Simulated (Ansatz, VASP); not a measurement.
One calculation of C, two programs

```
C
1.0
     2.45546    0.00000    0.00000
    -1.22773    2.12650    0.00000
     0.00000    0.00000    6.73037
C
4
Direct
  0.00000 0.00000 0.75000
  0.00000 0.00000 0.25000
  0.33333 0.66667 0.75000
  0.66667 0.33333 0.25000
```

Alike in both runs: functional r2SCAN; dispersion D3(BJ); k mesh 21 × 21 × 6; occupations gaussian, width 0.1 eV; no spin polarisation.

Ansatz relaxed the structure, and its values are those at the end. VASP's run is a single point on that final structure, the one shown.

|  | VASP | Ansatz |
| --- | --- | --- |
| version | VASP 6.6.1 | Ansatz 0.2.0 |
| potentials or method | VASP PAW PBE potentials, release 64 (C), cutoff 520 eV | scalar-relativistic, plane waves, PAW |
| valence electrons in the cell | 16 | 16 |

```csv
,VASP,Ansatz,Ansatz less VASP
gap on the k mesh at the Fermi level (eV),none,none,-
pressure (GPa),0.7,0.0,-0.67
```

VASP's potentials were made for PBE, not for r2SCAN. A gap of «none» marks a metal or a gap that the smearing closes. Ansatz's warnings: dispersion damping borrowed.
